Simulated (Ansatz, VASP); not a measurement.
## BN: VASP beside Ansatz

```
CELL_PARAMETERS angstrom
0.00000 1.78388 1.74583
1.78388 0.00000 1.74583
1.78388 1.78388 0.00000
ATOMIC_POSITIONS crystal
B 0.00000 0.00000 0.00000
N 0.50000 0.50000 0.50000
```

Change from the starting cell: biaxial_xy strain +2.2%.

Alike in both runs: task single point; functional r2SCAN; k mesh 12 × 12 × 12; no spin polarisation.

|  | VASP | Ansatz |
| --- | --- | --- |
| version | VASP 6.6.1 | Ansatz 0.2.0 |
| potentials or method | VASP PAW PBE potentials, release 64 (B, N) | plane waves, PAW |
| plane-wave cutoff (eV) | 520 | 500 |
| occupations | gaussian, width 0.01 eV | fixed |
| valence electrons in the cell | 8 | 8 |

|  | VASP | Ansatz | Ansatz less VASP |
| --- | --- | --- | --- |
| gap on the k mesh at the Fermi level (eV) | 0.67 | 0.68 | +0.009 |
| pressure (GPa) | -15.2 | -15.5 | -0.29 |
| traceless stress, the component that is largest in VASP (GPa) | 1.96 | 1.88 | -0.084 |

VASP's potentials were made for PBE, not for r2SCAN.
